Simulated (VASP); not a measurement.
# Ta (P6_3/mmc) in VASP: equation of state with PBE

Aim: the equation of state of Ta with PBE.

Program: VASP 6.6.1. These are calculated values, not measurements. Logs are shortened: lines on timing, memory, paths and dates and some standing lists are left out, and cuts for length are marked.

### 1 The cell of the first run

It takes space group P6_3/mmc (No. 194, hexagonal). The conventional cell has a = 2.900 Å, b = 2.900 Å, c = 5.166 Å, α = 90.00°, β = 90.00°, γ = 120.00°. Ta (site symmetry -6m2) has 12 Ta at 2.90 to 3.08 Å within 3.8 Å.

This isn't the form of Ta at room conditions, which is bcc.

### 2 Equation of state, PBE

File POSCAR.step1:

```
Ta
1.0
    2.8106116719      0.0000000000      0.0000000000
   -1.4053058360      2.4340611081      0.0000000000
    0.0000000000      0.0000000000      5.0063887120
Ta
2
Direct
    0.3333333333      0.6666666667      0.2500000000
    0.6666666667      0.3333333333      0.7500000000
```

File POSCAR.step2:

```
Ta
1.0
    2.8411641924      0.0000000000      0.0000000000
   -1.4205820962      2.4605203670      0.0000000000
    0.0000000000      0.0000000000      5.0608102442
Ta
2
Direct
    0.3333333333      0.6666666667      0.2500000000
    0.6666666667      0.3333333333      0.7500000000
```

File POSCAR.step3:

```
Ta
1.0
    2.8710733819      0.0000000000      0.0000000000
   -1.4355366909      2.4864224848      0.0000000000
    0.0000000000      0.0000000000      5.1140858461
Ta
2
Direct
    0.3333333333      0.6666666667      0.2500000000
    0.6666666667      0.3333333333      0.7500000000
```

File POSCAR.step4:

```
Ta
1.0
    2.9003720726      0.0000000000      0.0000000000
   -1.4501860363      2.5117958953      0.0000000000
    0.0000000000      0.0000000000      5.1662740000
Ta
2
Direct
    0.3333333333      0.6666666667      0.2500000000
    0.6666666667      0.3333333333      0.7500000000
```

File POSCAR.step5:

```
Ta
1.0
    2.9290904955      0.0000000000      0.0000000000
   -1.4645452477      2.5366667791      0.0000000000
    0.0000000000      0.0000000000      5.2174285545
Ta
2
Direct
    0.3333333333      0.6666666667      0.2500000000
    0.6666666667      0.3333333333      0.7500000000
```

File POSCAR.step6:

```
Ta
1.0
    2.9572565550      0.0000000000      0.0000000000
   -1.4786282775      2.5610593022      0.0000000000
    0.0000000000      0.0000000000      5.2675992145
Ta
2
Direct
    0.3333333333      0.6666666667      0.2500000000
    0.6666666667      0.3333333333      0.7500000000
```

File POSCAR.step7:

```
Ta
1.0
    2.9848960688      0.0000000000      0.0000000000
   -1.4924480344      2.5849958232      0.0000000000
    0.0000000000      0.0000000000      5.3168319673
Ta
2
Direct
    0.3333333333      0.6666666667      0.2500000000
    0.6666666667      0.3333333333      0.7500000000
```

File INCAR:

```
SYSTEM = Ta
GGA = PE ; ISMEAR = 1
SIGMA = 0.1 ; LWAVE = .FALSE.
LCHARG = .FALSE. ; ISIF = 2
NSW = 0 ; ENCUT = 460
PREC = Accurate ; LASPH = .TRUE.
LREAL = .FALSE. ; ALGO = Normal
EDIFF = 1E-7 ; NELM = 120
GGA_COMPAT = .FALSE.
```

File KPOINTS:

```
k-points
0
Gamma
  13 13 7
```

Potentials or basis: VASP PAW PBE potentials, release 64 (Ta_sv_GW).

Started as:

```
$ cat potpaw_PBE.64/Ta_sv_GW/POTCAR > POTCAR
$ cp POSCAR.step1 POSCAR
$ mpirun -np 1 vasp_std > vasp.out
$ cp POSCAR.step2 POSCAR
$ mpirun -np 1 vasp_std > vasp.out
$ cp POSCAR.step3 POSCAR
$ mpirun -np 1 vasp_std > vasp.out
$ cp POSCAR.step4 POSCAR
$ mpirun -np 1 vasp_std > vasp.out
$ cp POSCAR.step5 POSCAR
$ mpirun -np 1 vasp_std > vasp.out
$ cp POSCAR.step6 POSCAR
$ mpirun -np 1 vasp_std > vasp.out
$ cp POSCAR.step7 POSCAR
$ mpirun -np 1 vasp_std > vasp.out
```

OUTCAR:

```text
SYSTEM = Ta
   GGA = PE
   ISMEAR = 1
   ISIF = 2
   NSW = 0
   ENCUT = 460
   PREC = Accurate
   LASPH = .TRUE.
   LREAL = .FALSE.
   EDIFF = 1E-7
   NELM = 120

 Found     84 irreducible k-points:

 Following reciprocal coordinates:
            Coordinates               Weight
  0.000000  0.000000  0.000000      1.000000
  0.076923  0.000000  0.000000      6.000000
  0.153846  0.000000  0.000000      6.000000
  0.230769  0.000000  0.000000      6.000000
  0.307692  0.000000  0.000000      6.000000
  0.384615 -0.000000  0.000000      6.000000
   k-points           NKPTS =     84   k-points in BZ     NKDIM =     84   number of bands    NBANDS=     17
   number of dos      NEDOS =    301   number of ions     NIONS =      2
   total plane-waves  NPLWV =  23040
   dimension x,y,z NGX =    24 NGY =   24 NGZ =   40
   dimension x,y,z NGXF=    48 NGYF=   48 NGZF=   80
   ions per type =               2
   NGX,Y,Z   is equivalent  to a cutoff of  13.37, 13.37, 12.51 a.u.
   NGXF,Y,Z  is equivalent  to a cutoff of  26.73, 26.73, 25.01 a.u.
 SYSTEM =  Ta
   PREC   = accura    normal or accurate (medium, high low for compatibility)
   ISTART =      0    job   : 0-new  1-cont  2-samecut
   ICHARG =      2    charge: 1-file 2-atom 10-const
   ISPIN  =      1    spin polarized calculation?
   LNONCOLLINEAR =      F non collinear calculations
   LSORBIT =      F    spin-orbit coupling
   LASPH  =      T    aspherical Exc in radial PAW
   ENCUT  =  460.0 eV  33.81 Ry    5.81 a.u.   5.22  5.22  9.30*2*pi/ulx,y,z
   NELM   =    120;   NELMIN=  2; NELMDL=  0     # of ELM steps
   EDIFF  = 0.1E-06   stopping-criterion for ELM
   LREAL  =      F    real-space projection
   EDIFFG = 0.1E-05   stopping-criterion for IOM
   NSW    =      0    number of steps for IOM
   IBRION =     -1    ionic relax: 0-MD 1-quasi-New 2-CG
   NFREE  =      0    steps in history (QN), initial steepest desc. (CG)
   ISIF   =      2    stress and relaxation
   ISYM   =      2    0-nonsym 1-usesym 2-fastsym
   POTIM  = 0.5000    time-step for ionic-motion
   TEBEG  =    0.0;   TEEND  =   0.0 temperature during run

   SCALEE = 1.0000    scale energy and forces
   PSTRESS=    0.0 pullay stress
   NELECT =      26.0000    total number of electrons
   NUPDOWN=      -1.0000    fix difference up-down
   EMIN   =  10.00;   EMAX   =-10.00  energy-range for DOS
   EFERMI =   0.00;   METHOD = LEGACY
   ISMEAR =     1;   SIGMA  =   0.10  broadening in eV -4-tet -1-fermi 0-gaus
   EFERMI_NEDOS =   21; number of points for ismear=-14 and -15
   IALGO  =     38    algorithm
   IMIX   =      4    mixing-type and parameters
     AMIX     =   0.40;   BMIX     =  1.00
     AMIX_MAG =   1.60;   BMIX_MAG =  1.00
  volume/ion in A,a.u.               =      20.51       138.42
  Fermi-wavevector in a.u.,A,eV,Ry     =   1.406216  2.657362 26.904741  1.977443
  Thomas-Fermi vector in A             =   2.528598
   LORBIT       =      0    0 simple, 1 ext, 2 COOP (PROOUT), +10 PAW based schemes
   GGA     = PE    functional components
   LHFCALC =     F    Hartree Fock is set to
   AEXX    =    0.0000 exact exchange contribution
   IVDW    =     0    specifies the selected vdW correction
   LEPSILON=     F    determine dielectric tensor
   LRPA    =     F    only Hartree local field effects (RPA)

   CSHIFT  =0.1000    complex shift for real part using Kramers Kronig

   OMEGAMAX=  -1.0    maximum frequency
 non-spin polarized calculation
 Methfessel and Paxton  Order N= 1 SIGMA  =   0.10
  energy-cutoff  :      460.00
  volume of cell :       41.02
 maximum number of plane-waves:       930
 NGX is ok and might be reduce to    24
   NGX = 11   NGY = 11   NGZ = 19

 number of electron      26.0000000 magnetization

 Free energy of the ion-electron system (eV)
  ---------------------------------------------------
  ext. energy  EPLUGINS =         0.00000000
  ---------------------------------------------------
  free energy    TOTEN  =       -27.87206223 eV

  energy without entropy =      -27.87194441  energy(sigma->0) =      -27.87202295

 E-fermi :   9.2715     XC(G=0): -12.3105

 val. band max:        9.2653037362   @ k =   0.1538   0.0769   0.1429
 cond. band min:       9.2952084417   @ k =   0.3077   0.0769   0.4286
 fundamental gap:      0.0299047055
 Fermi energy:         9.2714697397

 k-point     1 :       0.0000    0.0000    0.0000
  band No.  band energies     occupation
      1     -58.5985      2.00000
      2     -58.5600      2.00000
      3     -25.3363      2.00000
      4     -24.7447      2.00000
      5     -24.6353      2.00000
      6     -24.6353      2.00000
[... 9 lines left out ...]
     16      10.3929     -0.00000
     17      12.0066      0.00000

 k-point     2 :       0.0769    0.0000    0.0000
  band No.  band energies     occupation
      1     -58.5947      2.00000
      2     -58.5573      2.00000
      3     -25.3229      2.00000
      4     -24.7465      2.00000
      5     -24.6798      2.00000
      6     -24.6476      2.00000
[... 9 lines left out ...]
     16      10.5817     -0.00000
     17      11.6931      0.00000

 k-point     3 :       0.1538    0.0000    0.0000
  band No.  band energies     occupation
      1     -58.5843      2.00000
      2     -58.5497      2.00000
      3     -25.2834      2.00000
      4     -24.8044      2.00000
      5     -24.7520      2.00000
      6     -24.7452      2.00000
[... 9 lines left out ...]
     16      11.0305     -0.00000
     17      11.1341     -0.00000

 k-point     4 :       0.2308    0.0000    0.0000
  band No.  band energies     occupation
      1     -58.5693      2.00000
      2     -58.5393      2.00000
      3     -25.2242      2.00000
      4     -24.9773      2.00000
      5     -24.9155      2.00000
      6     -24.7635      2.00000
[... 9 lines left out ...]
     16      11.0075     -0.00000
     17      11.5718      0.00000

 k-point     5 :       0.3077    0.0000    0.0000
  band No.  band energies     occupation
      1     -58.5528      2.00000
      2     -58.5286      2.00000
      3     -25.1583      2.00000
      4     -25.1533      2.00000
      5     -25.0900      2.00000
      6     -24.7824      2.00000
[... 9 lines left out ...]
     16      11.5823      0.00000
     17      12.7349      0.00000

 k-point     6 :       0.3846   -0.0000    0.0000
  band No.  band energies     occupation
      1     -58.5385      2.00000
      2     -58.5205      2.00000
      3     -25.3059      2.00000
      4     -25.2310      2.00000
      5     -25.0842      2.00000
      6     -24.8140      2.00000
[... 9 lines left out ...]
     16      12.9910      0.00000
     17      14.1029      0.00000

 [... further k-points ...]

------------------------ aborting loop because EDIFF is reached ----------------------------------------

  FORCE on cell =-STRESS in cart. coord.  units (eV):
  Direction    XX          YY          ZZ          XY          YZ          ZX
  --------------------------------------------------------------------------------------
  -------------------------------------------------------------------------------------
  Total       -4.0042198     -4.0042198     -4.0116528      0.0000000      0.0000000      0.0000000
  in kB     -156.3819053   -156.3819053   -156.6721935      0.0000000      0.0000000      0.0000000
  external PRESSURE =    -156.4786680 kB  Pullay stress =       0.0000000 kB

 VOLUME and BASIS-vectors are now :
 -----------------------------------------------------------------------------
  energy-cutoff  :      460.00
  volume of cell :       41.02
      direct lattice vectors                 reciprocal lattice vectors
     2.984896069  0.000000000  0.000000000     0.335020040  0.193423910  0.000000000
    -1.492448034  2.584995823  0.000000000     0.000000000  0.386847820  0.000000000
     0.000000000  0.000000000  5.316831967     0.000000000  0.000000000  0.188081927

 POSITION                                       TOTAL-FORCE (eV/Angst)
 -----------------------------------------------------------------------------------
     -0.00000      1.72333      1.32921         0.000000     -0.000000      0.000000
      1.49245      0.86167      3.98762        -0.000000      0.000000      0.000000
 -----------------------------------------------------------------------------------
    total drift:                               -0.000000      0.000000     -0.000000

  FREE ENERGIE OF THE ION-ELECTRON SYSTEM (eV)
  ---------------------------------------------------
  free  energy   TOTEN  =       -27.8720622252 eV

  energy  without entropy=      -27.8719444135  energy(sigma->0) =      -27.87202295
```

It took 3.7 min on 1 thread of AMD EPYC 9R45 (Zen 5), shared host; peak memory 0.16 GiB.

Results:

| Property | Result |
| --- | --- |
| Equilibrium volume | 18.72 Å³/atom |
| Bulk modulus at fixed shape and positions | 186 GPa |
| Pressure derivative of the bulk modulus | 3.7 |

Energy against volume, from the lowest point:
```csv
volume (Å³/atom),energy (meV/atom)
17.125,90.39
17.689,35.56
18.254,6.62
18.819,0.00
19.383,12.70
19.948,42.15
20.512,86.26
```

Caveat: the cell was scaled at fixed shape and fractional positions, which overstates the stiffness of a crystal with free parameters, most of all of layers and chains; spin-orbit coupling is left out, which moves the levels of the heavy elements.
